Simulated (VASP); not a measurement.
**WSe2: single point with LDA**

The system is WSe2, a slab with vacuum.

```
W Se
1.0
     3.24861    0.00000    0.00000
    -1.62430    2.81338    0.00000
     0.00000    0.00000   23.62832
W Se
2 4
Direct
  0.55562 0.33333 0.13547
  0.45482 0.66667 0.86453
  0.19789 0.66667 0.20589
  0.78610 0.33333 0.93511
  0.20192 0.66667 0.06489
  0.78978 0.33333 0.79411
```

This cell differs from its parent crystal: atoms displaced along several vibrational modes.

```yaml
Program: VASP 6.6.1
Task: single point
Functional: LDA
Potentials_or_basis: VASP PAW LDA potentials, release 64 (W_sv, Se)
Cutoff: 520 eV
k_mesh: 9 × 9 × 2
Occupations: gaussian, width 0.05 eV
Spin: no spin polarisation
Dipole_correction: no
Further_INCAR_settings: ALGO = Normal; EDIFF = 1e-07; NBANDS = 35
```

```yaml
Largest_force: 1.373 eV/Å
Band_gap_on_the_k_mesh: 1.27 eV (least direct gap 1.69 eV)
```

Forces on the atoms (eV/Å):
```
W   -1.373 -0.010 -0.012
W   -0.063 -0.019 -0.008
Se   0.767  0.023  0.185
Se  -0.010 -0.055 -0.024
Se   0.719  0.061 -0.032
Se  -0.040 -0.001 -0.110
```

Levels at points of the mesh, in eV from the valence-band top:
```tsv
k point	band 24	band 25	band 26	band 27	band 28	band 29
(0.00, 0.00, 0.00)	-1.05	-0.83	0.00	2.56	2.84	2.93
(0.00, 0.00, 0.50)	-1.05	-0.83	0.00	2.56	2.84	2.93
```

Run time: 22 min on 1 thread of Intel Xeon 8259CL, with other jobs on the host, peak memory 0.61 GiB.

Caveat: the cell differs from its parent crystal (atoms displaced along several vibrational modes); there is no dipole correction, which matters where the two faces differ; spin-orbit coupling is left out, which moves the levels of the heavy elements.
